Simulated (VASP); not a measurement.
MnSi (zincblende type): electric field gradients with PBE

MnSi (zincblende type):

```xyz
2
Lattice="-0.1084 2.6560 2.6560 2.6560 -0.1084 2.6560 2.6560 2.6560 -0.1084" Properties=species:S:1:pos:R:3 pbc="T T T"
Mn    0.0000    0.0000    0.0000
Si    1.3009    1.3009    1.3009
```

This cell differs from its parent crystal: equal xy, yz and zx shear strains of -4 %.

```json
{"Program": "VASP 6.6.1", "Task": "electric field gradients", "Functional": "PBE", "Potentials or basis": "VASP PAW PBE potentials, release 64 (Mn_pv, Si)", "Cutoff": "520 eV", "k mesh": "10 × 10 × 10", "Occupations": "fermi-dirac, width 0.05 eV", "Spin": "collinear spin, ferromagnetic start", "Starting moments": "[4.0, 0.0] μB", "Dipole correction": "no", "Further INCAR settings": "ALGO = Normal; EDIFF = 1e-08; NBANDS = 20"}
```

```
Pressure                                              : 0.4 GPa
Largest force                                         : 0.845 eV/Å
Net moment                                            : 2.57 μB per cell
Site moments                                          : Mn +2.81; Si -0.22 μB
Valence electrons inside the program's atomic spheres : Mn 11.70; Si 1.71
```

Forces in eV/Å, atoms in the order of the input:
```
Mn  -0.488 -0.488 -0.488
Si   0.488  0.488  0.488
```

Stress tensor (GPa, compression positive):
```
0.43 2.02 2.02
2.02 0.43 2.02
2.02 2.02 0.43
```

Levels at points of the mesh, in eV from the Fermi level:
Spin up:
| k point | band 6 | band 7 | band 8 | band 9 | band 10 | band 11 | band 12 | band 13 | band 14 | band 15 |
| --- | --- | --- | --- | --- | --- | --- | --- | --- | --- | --- |
| (0.00, 0.00, 0.00) | -2.83 | -2.71 | -1.98 | -1.98 | 5.19 | 5.19 | 5.59 | 6.65 | 6.65 | 6.67 |
| (0.50, 0.00, 0.00) | -2.73 | -2.59 | -1.79 | -1.73 | -1.22 | 3.27 | 3.53 | 6.61 | 7.69 | 8.19 |
| (0.50, 0.50, 0.00) | -1.95 | -1.92 | -1.81 | -1.67 | -0.98 | 0.37 | 1.06 | 5.01 | 5.76 | 13.18 |
| (0.50, 0.50, 0.50) | -2.69 | -2.69 | -1.70 | -1.70 | -1.13 | 2.85 | 2.85 | 6.06 | 7.46 | 7.46 |
Spin down:
| k point | band 5 | band 6 | band 7 | band 8 | band 9 | band 10 |
| --- | --- | --- | --- | --- | --- | --- |
| (0.00, 0.00, 0.00) | -1.39 | -1.39 | -1.27 | 0.90 | 0.90 | 5.84 |
| (0.50, 0.00, 0.00) | -3.66 | -1.12 | -1.01 | 0.86 | 0.94 | 1.06 |
| (0.50, 0.50, 0.00) | -3.45 | -0.67 | -0.54 | -0.34 | 1.19 | 1.34 |
| (0.50, 0.50, 0.50) | -3.45 | -1.08 | -1.08 | 0.80 | 1.02 | 1.02 |

Electric field gradients, principal values (V/Å²):
```
atom  least  middle  greatest (by size)
1 Mn  5.141   5.141             -10.281
2 Si  3.376   3.376              -6.751
```

Wall time 3.6 min on 1 thread of Intel(R) Xeon(R) Platinum 8375C CPU @ 2.90GHz (Ice Lake), with other jobs on the host, peak memory 0.27 GiB.

Caveat: the cell differs from its parent crystal (equal xy, yz and zx shear strains of -4 %); without QUAD_EFG the Cq values of the log hold for a quadrupole moment of 1 mb, not for the nuclei.
